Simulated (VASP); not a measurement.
# PbSe (Fm-3m) in VASP: further runs, part 3 of 3

VASP 6.6.1. Earlier steps stand in the parts before.

### 5 Electric field gradients, PBEsol (volume scaled by 1.01)

Contents of INCAR:

```
SYSTEM = PbSe
ALGO     = Normal         ! electronic algorithm
EDIFF    = 1E-8           ! SCF threshold, eV
ENCUT    = 520            ! plane-wave cutoff, eV
GGA      = PS             ! functional
ISIF     = 2              ! what is computed and relaxed
ISMEAR   = -1             ! smearing method
LASPH    = .TRUE.         ! aspherical terms in the spheres
LCHARG   = .FALSE.        ! write CHGCAR
LEFG     = .TRUE.       
LREAL    = .FALSE.        ! projectors in reciprocal space
LWAVE    = .FALSE.        ! write WAVECAR
NBANDS   = 17             ! bands
NELM     = 60             ! most SCF steps
PREC     = Accurate       ! precision mode
SIGMA    = 0.02           ! smearing width, eV
```

Contents of KPOINTS:

```
k-points
0
G
  7 7 7
  0 0 0
```

Contents of POSCAR:

```
PbSe
1.0
    0.0000000000      3.0723233306      3.0723233306
    3.0723233306      0.0000000000      3.0723233306
    3.0723233306      3.0723233306      0.0000000000
Pb Se
1 1
Direct
    0.0000000000      0.0000000000      0.0000000000
    0.5000000000      0.5000000000      0.5000000000
```

Potentials or basis: VASP PAW PBE potentials, release 64 (Pb_d, Se).

Launch:

```
$ cat potpaw_PBE.64/Pb_d/POTCAR potpaw_PBE.64/Se/POTCAR > POTCAR
$ mpirun -np 1 vasp_std > vasp.out
```

OUTCAR:

```text
SYSTEM = PbSe
   EDIFF = 1E-8
   ENCUT = 520
   GGA = PS
   ISIF = 2
   ISMEAR = -1
   LASPH = .TRUE.
   LREAL = .FALSE.
   NELM = 60
   PREC = Accurate

 ion  position               nearest neighbor table
   1  0.000  0.000  0.000-   2 3.07   2 3.07   2 3.07   2 3.07   2 3.07   2 3.07
   2  0.500  0.500  0.500-   1 3.07   1 3.07   1 3.07   1 3.07   1 3.07   1 3.07

  LATTYP: Found a face centered cubic cell.
 ALAT       =     6.1446466612

  Lattice vectors:

 A1 = (   0.0000000000,   3.0723233306,   3.0723233306)
 A2 = (   3.0723233306,   0.0000000000,   3.0723233306)
 A3 = (   3.0723233306,   3.0723233306,   0.0000000000)

Analysis of symmetry for initial positions (statically):
=====================================================================
 Subroutine PRICEL returns:
 Original cell was already a primitive cell.

 Routine SETGRP: Setting up the symmetry group for a
 face centered cubic supercell.

[... 581 lines left out ...]
      direct lattice vectors                 reciprocal lattice vectors
     0.000000000  3.072323331  3.072323331    -0.162743288  0.162743288  0.162743288
     3.072323331  0.000000000  3.072323331     0.162743288 -0.162743288  0.162743288
     3.072323331  3.072323331  0.000000000     0.162743288  0.162743288 -0.162743288

 POSITION                                       TOTAL-FORCE (eV/Angst)
 -----------------------------------------------------------------------------------
      0.00000      0.00000      0.00000         0.000000      0.000000     -0.000000
      3.07232      3.07232      3.07232         0.000000      0.000000      0.000000
 -----------------------------------------------------------------------------------
    total drift:                                0.000000     -0.000000     -0.000000

  FREE ENERGIE OF THE ION-ELECTRON SYSTEM (eV)
  ---------------------------------------------------
  free  energy   TOTEN  =        -8.9159446042 eV

  energy  without entropy=       -8.9159446041  energy(sigma->0) =       -8.91594460

 Electric field gradients (V/A^2)
---------------------------------------------------------------------
 ion       V_xx      V_yy      V_zz      V_xy      V_xz      V_yz
---------------------------------------------------------------------
   1       0.000    -0.000     0.000     0.001     0.001     0.001
   2      -0.000     0.000     0.000     0.000     0.000     0.000
---------------------------------------------------------------------

 Electric field gradients after diagonalization (V/A^2)
 (convention: |V_zz| > |V_xx| > |V_yy|)
----------------------------------------------------------------------
 ion       V_xx      V_yy      V_zz     asymmetry (V_yy - V_xx)/ V_zz
----------------------------------------------------------------------
   1      -0.001    -0.001     0.001       0.000
   2      -0.000    -0.000     0.001       0.000
----------------------------------------------------------------------

           NMR quadrupolar parameters

 Cq : quadrupolar parameter    Cq=e*Q*V_zz/h
 eta: asymmetry parameters     (V_yy - V_xx)/ V_zz
 Q  : nuclear electric quadrupole moment in mb (millibarn)
----------------------------------------------------------------------
 ion       Cq(MHz)       eta       Q (mb)
----------------------------------------------------------------------
   1       0.000       0.000       1.000
   2       0.000       0.000       1.000
----------------------------------------------------------------------
```

OSZICAR:

```text
N       E                     dE             d eps       ncg     rms          rms(c)
DAV:   1     0.156648400106E+03    0.15665E+03   -0.95016E+03   680   0.119E+03
DAV:   2     0.314315737451E+01   -0.15351E+03   -0.14802E+03   699   0.303E+02
DAV:   3    -0.890381945604E+01   -0.12047E+02   -0.11957E+02   898   0.913E+01
DAV:   4    -0.917871513204E+01   -0.27490E+00   -0.27469E+00   852   0.154E+01
DAV:   5    -0.918804573121E+01   -0.93306E-02   -0.93304E-02   967   0.276E+00    0.264E+00
DAV:   6    -0.892255909821E+01    0.26549E+00   -0.66152E-01  1051   0.582E+00    0.148E+00
DAV:   7    -0.891563413965E+01    0.69250E-02   -0.10088E-01   836   0.158E+00    0.795E-01
DAV:   8    -0.891630074468E+01   -0.66661E-03   -0.10531E-02   862   0.109E+00    0.140E-01
DAV:   9    -0.891592044702E+01    0.38030E-03   -0.24251E-03  1023   0.440E-01    0.470E-02
DAV:  10    -0.891594487334E+01   -0.24426E-04   -0.15748E-04   780   0.720E-02    0.168E-02
DAV:  11    -0.891594469571E+01    0.17763E-06   -0.25035E-05   921   0.482E-02    0.495E-03
DAV:  12    -0.891594460632E+01    0.89386E-07   -0.16667E-06   921   0.145E-02    0.910E-04
DAV:  13    -0.891594460419E+01    0.21332E-08   -0.73420E-08   911   0.340E-03
   1 F= -.89159446E+01 E0= -.89159446E+01  d E =-.527080E-10
```

stdout:

```text
POSCAR found type information on POSCAR PbSe
 POSCAR found :  2 types and       2 ions
 scaLAPACK will be used
 -----------------------------------------------------------------------------
|                                                                             |
|                                                                             |
|     You enforced a specific xc type in the INCAR file but a different       |
|     I HOPE YOU KNOW WHAT YOU ARE DOING!                                     |
|                                                                             |
 -----------------------------------------------------------------------------

 LDA part: xc-table for (Slater+PW92), standard interpolation
 POSCAR, INCAR and KPOINTS ok, starting setup
 FFT: planning ... GRIDC
 FFT: planning ... GRID_SOFT
 FFT: planning ... GRID
 WAVECAR not read
 entering main loop
ion   1

ion   2
```

It took 8.6 s on 1 thread of Intel Xeon 6975P-C (Granite Rapids), shared host; peak memory 0.18 GiB.

Results:

```
Free energy : -8.9159 eV
Pressure    : -1.1 GPa
```

Levels at points of the mesh, in eV from the Fermi level:
| k point | band 8 | band 9 | band 10 | band 11 | band 12 | band 13 |
| --- | --- | --- | --- | --- | --- | --- |
| (0.00, 0.00, 0.00) | -1.95 | -1.95 | -1.95 | 4.52 | 4.52 | 4.52 |

Caveat: this odd mesh misses L, where the gap lies, so gap, dielectric constants and Born charges aren't listed; without QUAD_EFG the Cq values of the log hold for a quadrupole moment of 1 mb, not for the nuclei; the PAW data sets were made with another functional, which shifts forces and pressure a little; spin-orbit coupling is left out, which moves the levels of the heavy elements.

### 6 Overview

| cell | pressure (GPa) |
| --- | --- |
| a = 4.331 Å, angles 60.0°, 2 atoms | -0.6 |
| a = 4.272 Å, angles 60.0°, 2 atoms | 1.6 |
| a = 4.345 Å, angles 60.0°, 2 atoms | -1.1 |

Alike in all rows: task electric field gradients; level PBEsol; potentials or basis VASP PAW PBE potentials, release 64 (Pb_d, Se); no spin polarisation; k mesh 7 × 7 × 7; cutoff (eV) 520; smearing fermi-dirac 0.02 eV.

Caveats: the PAW data sets were made with another functional, which shifts forces and pressure a little; spin-orbit coupling is left out, which moves the levels of the heavy elements.

Total energies depend on the potentials used, so only differences within one code and one set of settings carry meaning.
